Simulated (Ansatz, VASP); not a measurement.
## Two plane-wave programs on Mn

```xyz
2
Lattice="0.0000 2.5675 2.5675 2.5675 0.0000 2.5675 2.5675 2.5675 0.0000" Properties=species:S:1:pos:R:3 pbc="T T T"
Mn    0.6419    0.6419    0.6419
Mn    4.4932    4.4932    4.4932
```

Alike in both runs: task single point; functional PBE; k mesh 17 × 17 × 17; occupations fermi-dirac, width 0.05 eV; collinear spin.

|  | VASP | Ansatz |
| --- | --- | --- |
| version | VASP 6.6.1 | Ansatz 0.2.0 |
| potentials or method | VASP PAW PBE potentials, release 64 (Mn_pv), cutoff 520 eV | plane waves (420 eV) with PAW, scalar-relativistic |
| valence electrons in the cell | 26 | 30 |

```tsv
	VASP	Ansatz	Ansatz less VASP
net moment per atom (μB)	0.00	0.00	0.000
size of the moment on the site where the two differ most (μB)	2.27	2.09	-0.181
```

Site moments also hang on the region over which each program counts them. VASP's potentials hold 26 valence electrons a cell and Ansatz's 30, so a difference there can come from the potentials and not from the codes.
